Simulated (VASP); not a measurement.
MoW14 (a cell with a defect): single point with PBE

The system is MoW14 (a cell with a defect).

```xyz
15
Lattice="6.3200 0.0000 0.0000 0.0000 6.3200 0.0000 0.0000 0.0000 6.3200" Properties=species:S:1:pos:R:3 pbc="T T T"
Mo    0.0107   -0.0040   -0.0057
W     3.1425   -0.0040   -0.0066
W     0.0118    3.1846   -0.0061
W     0.0116   -0.0039    3.1824
W     1.5778    1.5891    1.5867
W     3.1398    3.1883   -0.0074
W     3.1392   -0.0054    3.1862
W     4.7396    1.5879    1.5857
W     0.0126    3.1880    3.1860
W     1.5754    4.7526    1.5885
W     1.5755    1.5908    4.7501
W     3.1433    3.1839    3.1817
W     4.7387    4.7498    1.5866
W     4.7387    1.5891    4.7476
W     4.7379    4.7526    4.7501
```

```yaml
Program: VASP 6.6.1
Task: single point
Functional: PBE
Potentials_or_basis: VASP PAW PBE potentials, release 64 (Mo_sv, W_sv)
Cutoff: 520 eV
k_mesh: 3 × 3 × 3
Occupations: gaussian, width 0.1 eV
Spin: no spin polarisation
Dipole_correction: no
Further_INCAR_settings: LREAL = Auto; ALGO = Normal; EDIFF = 1e-06; NBANDS = 118
```

```
Pressure               : -0.4 GPa
Largest force          : 0.041 eV/Å
Band gap on the k mesh : zero (filled and empty bands touch)
```

Forces on the atoms (eV/Å):
```
Mo   0.029 -0.016 -0.024
W    0.005  0.003  0.005
W   -0.002  0.002  0.001
W   -0.001  0.002  0.001
W   -0.015  0.001  0.003
W   -0.010  0.006 -0.021
W   -0.003 -0.019  0.004
W    0.006 -0.010 -0.008
W    0.025  0.010  0.007
W   -0.008  0.002 -0.011
W   -0.010 -0.014  0.006
W   -0.005  0.013  0.012
W   -0.005  0.016  0.006
W   -0.004  0.002  0.015
W   -0.002  0.002  0.005
```

Stress tensor (GPa, compression positive):
```
-0.38 -0.07 -0.07
-0.07 -0.38  0.07
-0.07  0.07 -0.38
```

Levels at points of the mesh, in eV from the Fermi level:
| k point | band 102 | band 103 | band 104 | band 105 | band 106 | band 107 | band 108 | band 109 |
| --- | --- | --- | --- | --- | --- | --- | --- | --- |
| (0.00, 0.00, 0.00) | -0.12 | -0.11 | -0.05 | -0.05 | 1.07 | 1.07 | 1.08 | 1.14 |

Run time: 23 min on 1 thread of Intel Xeon 8259CL (shared host), peak memory 0.49 GiB.

Caveat: spin-orbit coupling is left out, which moves the levels of the heavy elements.
